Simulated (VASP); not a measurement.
A run of VASP 6.6.1 is set up as follows.

Contents of INCAR:

```
PREC = Accurate
ENCUT = 520
EDIFF = 1E-6
ISMEAR = 0
SIGMA = 0.2
LREAL = F
LASPH = T
NELM = 60
ALGO = Normal
ISIF = 2
LWAVE = F
LCHARG = T
GGA = PE
LELF = T
LVHAR = T
NBANDS = 36
```

File KPOINTS:

```
regular mesh
0
Gamma
  4 4 2
```

The input POSCAR:

```
Sr4LiS2
1.0
    5.9311994110     -0.3254106246     -0.2963056311
    0.2567282085      4.4091325733     -0.2317876174
    0.6016716219      0.4794759531      9.8033513535
Li Sr S
1 4 2
Direct
    0.5000000000      0.0000000000      0.5000000000
    0.0000000000      0.0000000000      0.0000000000
    0.0000000000      0.0000000000      0.5000000000
    0.5025117460      0.4999731450      0.7893091890
    0.4974882540      0.5000268550      0.2106908110
    0.5000000000      0.0000000000      0.0000000000
    0.5000000000      0.5000000000      0.5000000000
```

Potentials or basis: VASP PAW PBE potentials, release 64 (Li_sv, Sr_sv, S).

Run with:

```console
$ cat potpaw_PBE.64/Li_sv/POTCAR potpaw_PBE.64/Sr_sv/POTCAR potpaw_PBE.64/S/POTCAR > POTCAR
$ mpirun -np 1 vasp_std > vasp.out
```

Problem. Predict the largest force.

Solution. 0.008 eV/Å.

Forces in eV/Å, atoms in the order of the input:
```
Li   0.000  0.000  0.000
Sr   0.000  0.000  0.000
Sr   0.000  0.000  0.000
Sr  -0.001  0.000  0.008
Sr   0.001  0.000 -0.008
S    0.000  0.000  0.000
S    0.000  0.000  0.000
```
